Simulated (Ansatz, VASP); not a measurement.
**Ge: VASP beside Ansatz**

Contents of INCAR:

```
PREC = Accurate
ENCUT = 900
EDIFF = 1E-6
ISMEAR = -1
SIGMA = 0.05
LREAL = False
LASPH = True
NELM = 60
ALGO = Normal
ISIF = 2
LWAVE = False
LCHARG = False
GGA = PE
```

File KPOINTS:

```
regular mesh
0
Gamma
  8 8 8
```

POSCAR

```
Ge
1.0
    0.0000000000      2.8289100000      2.8289100000
    2.8289100000      0.0000000000      2.8289100000
    2.8289100000      2.8289100000      0.0000000000
Ge
2
Direct
    0.7500000000      0.7500000000      0.7500000000
    0.5000000000      0.5000000000      0.5000000000
```

The input KPOINTS_OPT:

```
path GXWKGLUWLK,UX
15
line-mode
reciprocal
 0.0000000000  0.0000000000  0.0000000000  G
 0.5000000000  0.0000000000  0.5000000000  X

 0.5000000000  0.0000000000  0.5000000000  X
 0.5000000000  0.2500000000  0.7500000000  W

 0.5000000000  0.2500000000  0.7500000000  W
 0.3750000000  0.3750000000  0.7500000000  K

 0.3750000000  0.3750000000  0.7500000000  K
 0.0000000000  0.0000000000  0.0000000000  G

 0.0000000000  0.0000000000  0.0000000000  G
 0.5000000000  0.5000000000  0.5000000000  L

 0.5000000000  0.5000000000  0.5000000000  L
 0.6250000000  0.2500000000  0.6250000000  U

 0.6250000000  0.2500000000  0.6250000000  U
 0.5000000000  0.2500000000  0.7500000000  W

 0.5000000000  0.2500000000  0.7500000000  W
 0.5000000000  0.5000000000  0.5000000000  L

 0.5000000000  0.5000000000  0.5000000000  L
 0.3750000000  0.3750000000  0.7500000000  K

 0.6250000000  0.2500000000  0.6250000000  U
 0.5000000000  0.0000000000  0.5000000000  X
```

Contents of input.yaml:

```yaml
crystal:
  lattice:
    - [0.0, 2.82891, 2.82891]
    - [2.82891, 0.0, 2.82891]
    - [2.82891, 2.82891, 0.0]
  atoms:
    - { symbol: Ge, position: [0.75, 0.75, 0.75] }
    - { symbol: Ge, position: [0.5, 0.5, 0.5] }
hamiltonian:
  xc: pbe
  pseudopotentials: { kind: paw }
kpoints:
  mp_grid: { grid: [8, 8, 8] }
  band_path:
    path:
      - [[0.0, 0.0, 0.0], [0.5, 0.0, 0.5], [0.5, 0.25, 0.75], [0.375, 0.375, 0.75], [0.0, 0.0, 0.0], [0.5, 0.5, 0.5], [0.625, 0.25, 0.625], [0.5, 0.25, 0.75], [0.5, 0.5, 0.5], [0.375, 0.375, 0.75]]
      - [[0.625, 0.25, 0.625], [0.5, 0.0, 0.5]]
    npoints: 14
scf:
  occupations: { method: fermi_dirac, width: 0.05 }
  n_extra_bands: 6
output:
  forces: true
  stress: true
  eigenvalues: true
  fatbands: false
  write_density: true
  write_potential: true
  elf: true
  volumetric_format: npy
```

Alike in both runs: task band structure; functional PBE; k mesh 8 × 8 × 8; occupations fermi-dirac, width 0.05 eV; no spin polarisation.

|  | VASP | Ansatz |
| --- | --- | --- |
| version | VASP 6.6.1 | Ansatz 0.2.0 |
| potentials or method | VASP PAW PBE potentials, release 64 (Ge_h) | Ansatz PAW |
| plane-wave cutoff (eV) | 900 | 420 |
| valence electrons in the cell | 28 | 28 |

|  | VASP | Ansatz | Ansatz less VASP |
| --- | --- | --- | --- |
| gap on the k mesh at the Fermi level (eV) | none | none | - |
| pressure (GPa) | 3.8 | 3.6 | -0.12 |

A gap of «none» marks a metal or a gap that the smearing closes.
